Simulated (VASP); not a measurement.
Set up this calculation in VASP 6.6.1, as the native input.

```yaml
Task: G0W0 quasiparticle levels
Functional: PBE
Potentials_or_basis: VASP PAW PBE potentials, release 64 (Cd_GW, S_GW)
Cutoff: 500 eV
k_mesh: 4 × 4 × 4
Occupations: gaussian, width 0.01 eV
Spin: no spin polarisation
Dipole_correction: no
GW_scheme: G0W0
GW_iterations: 1
Cutoff_of_the_response_function: 150
Frequency_points: 96
Empty_bands: 193
Further_INCAR_settings: ALGO = EVGW0; EDIFF = 1e-08; NBANDS = 202
```

Crystal: CdS.

```
Cd S
1.0
     0.00000    2.85104    2.85104
     2.85104    0.00000    2.85104
     2.85104    2.85104    0.00000
Cd S
1 1
Direct
  0.00000 0.00000 0.00000
  0.25000 0.25000 0.25000
```

These files were run (other wordings do the same):

POSCAR

```
CdS
1.0
    0.0000000000      2.8510383978      2.8510383978
    2.8510383978      0.0000000000      2.8510383978
    2.8510383978      2.8510383978      0.0000000000
Cd S
1 1
Direct
    0.0000000000      0.0000000000      0.0000000000
    0.2500000000      0.2500000000      0.2500000000
```

INCAR.step1

```
SYSTEM = CdS
PREC = Accurate ; ENCUT = 500
EDIFF = 1E-8 ; ISMEAR = 0
SIGMA = 0.01 ; LREAL = .FALSE.
LASPH = .TRUE. ; NELM = 60
ALGO = Normal ; LWAVE = .TRUE.
LCHARG = .FALSE. ; GGA = PE
```

INCAR.step2

```
SYSTEM = CdS
PREC = Accurate ; ENCUT = 500
EDIFF = 1E-8 ; ISMEAR = 0
SIGMA = 0.01 ; LREAL = .FALSE.
LASPH = .TRUE. ; NELM = 1
ALGO = Exact ; LWAVE = .TRUE.
LCHARG = .FALSE. ; GGA = PE
NBANDS = 202 ; LOPTICS = .TRUE.
ISTART = 1
```

INCAR.step3

```
SYSTEM = CdS
PREC = Accurate ; ENCUT = 500
EDIFF = 1E-8 ; ISMEAR = 0
SIGMA = 0.01 ; LREAL = .FALSE.
LASPH = .TRUE. ; ALGO = EVGW0
LWAVE = .FALSE. ; LCHARG = .FALSE.
GGA = PE ; NELMGW = 1
NBANDS = 202 ; ENCUTGW = 150.0
NOMEGA = 96 ; PRECFOCK = Fast
ISTART = 1 ; NBANDSGW = 17
OMEGAMAX = 20
```

KPOINTS

```
regular mesh
0
G
  4 4 4
  0 0 0
```

Potentials or basis: VASP PAW PBE potentials, release 64 (Cd_GW, S_GW).

The run is started by

```sh
$ cat potpaw_PBE.64/Cd_GW/POTCAR potpaw_PBE.64/S_GW/POTCAR > POTCAR
$ cp INCAR.step1 INCAR
$ mpirun -np 1 vasp_std > vasp.out
$ cp INCAR.step2 INCAR
$ mpirun -np 1 vasp_std > vasp.out
$ cp INCAR.step3 INCAR
$ mpirun -np 1 vasp_std > vasp.out
```

Results of the run:

```json
{"Quasiparticle gap": "2.12 eV", "Least direct quasiparticle gap": "2.12 eV", "Band gap of the starting levels on the mesh": "1.27 eV", "Least direct gap of the starting levels on the mesh": "1.27 eV"}
```

Caveat: the k points lie up to 0.48 Å⁻¹ apart; bands, screening cutoff and mesh are small and nothing is extrapolated, so the quasiparticle values aren't converged; the structure was generated, so it needn't be the stable form of CdS.

Run time: 10 min on 1 thread of Intel(R) Xeon(R) Platinum 8259CL CPU @ 2.50GHz (Skylake/Cascade Lake), with other jobs on the host, peak memory 0.57 GiB.
